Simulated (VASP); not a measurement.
Wanted: the native input for a VASP 6.6.1 run.

| Item | Value |
| --- | --- |
| Task | single point |
| Functional | PBEsol |
| Potentials or basis | VASP PAW PBE potentials, release 64 (Zn, S) |
| Cutoff | 520 eV |
| k mesh | 6 × 6 × 6 |
| Occupations | gaussian, width 0.01 eV |
| Spin | no spin polarisation |
| Dipole correction | no |
| Further INCAR settings | ALGO = Normal; EDIFF = 1e-06; NBANDS = 36 |

The structure of ZnS lies in POSCAR:

```
ZnS
1.0
    1.8773506714      1.0838893553      9.2255548304
   -1.8773506714      1.0838893553      9.2255548304
    0.0000000000     -2.1677777242      9.2255548304
Zn S
3 3
Direct
    0.9999710000      0.9999710000      0.9999710000
    0.2222690000      0.2222690000      0.2222690000
    0.4446130000      0.4446130000      0.4446130000
    0.0832670000      0.0832670000      0.0832670000
    0.5278420000      0.5278420000      0.5278420000
    0.3053630000      0.3053630000      0.3053630000
```

These files were run (other wordings do the same):

INCAR

```
SYSTEM = ZnS
PREC = Accurate
ENCUT = 520
EDIFF = 1E-6
ISMEAR = 0
SIGMA = 0.01
LREAL = .FALSE.
LASPH = .TRUE.
NELM = 80
ALGO = Normal
ISIF = 2
LWAVE = .FALSE.
LCHARG = .FALSE.
GGA = PS
NBANDS = 36
```

KPOINTS

```
Automatic mesh
0
G
  6 6 6
  0 0 0
```

Potentials or basis: VASP PAW PBE potentials, release 64 (Zn, S).

Launch:

```sh
$ cat potpaw_PBE.64/Zn/POTCAR potpaw_PBE.64/S/POTCAR > POTCAR
$ mpirun -np 1 vasp_std > vasp.out
```

Results of the run:

* Pressure: 2.2 GPa
* Largest force: 0.007 eV/Å
* Band gap on the k mesh: 2.24 eV

Caveat: the PAW data sets were made with another functional, which shifts forces and pressure a little.

Run time: 9.4 min on 1 thread of Intel(R) Xeon(R) Platinum 8488C (Sapphire Rapids), with other jobs on the host, peak memory 0.66 GiB.
